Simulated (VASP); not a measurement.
Write the native input for VASP 6.6.1 that does the following.

| Quantity | Value |
| --- | --- |
| Task | single point |
| Functional | PBE |
| Potentials or basis | VASP PAW PBE potentials, release 64 (K_sv, F) |
| Cutoff | 600 eV |
| k mesh | 2 × 2 × 2 |
| Occupations | methfessel-paxton, width 0.028 eV |
| Spin | no spin polarisation |
| Dipole correction | no |
| Further INCAR settings | ALGO = Normal; EDIFF = 1e-06; NBANDS = 15 |

The structure of KF lies in POSCAR:

```
KF
1.0
    0.0000000000      2.6544134050      2.6544134050
    2.6544134050      0.0000000000      2.6544134050
    2.6544134050      2.6544134050      0.0000000000
K F
1 1
Direct
    0.0000000000      0.0000000000      0.0000000000
    0.5000000000      0.5000000000      0.5000000000
```

One way to write it, as run:

INCAR

```
  ALGO = Normal
  EDIFF = 1E-6
  ENCUT = 600
  GGA = PE
  GGA_COMPAT = False
  ISIF = 2
  ISMEAR = 1
  LASPH = True
  LCHARG = False
  LREAL = False
  LWAVE = False
  NBANDS = 15
  NELM = 120
  PREC = Accurate
  SIGMA = 0.028
```

KPOINTS

```
k-points
0
Gamma
  2 2 2
```

Potentials or basis: VASP PAW PBE potentials, release 64 (K_sv, F).

Run with:

```sh
$ cat potpaw_PBE.64/K_sv/POTCAR potpaw_PBE.64/F/POTCAR > POTCAR
$ mpirun -np 1 vasp_std > vasp.out
```

Results of the run:

| Item | Value |
| --- | --- |
| Pressure | 2.2 GPa |
| Band gap on the k mesh | 6.25 eV, direct |

Caveat: the k points lie up to 1.02 Å⁻¹ apart.

Wall time 10 s on 1 thread of Intel Xeon 8259CL (shared host), peak memory 0.16 GiB.
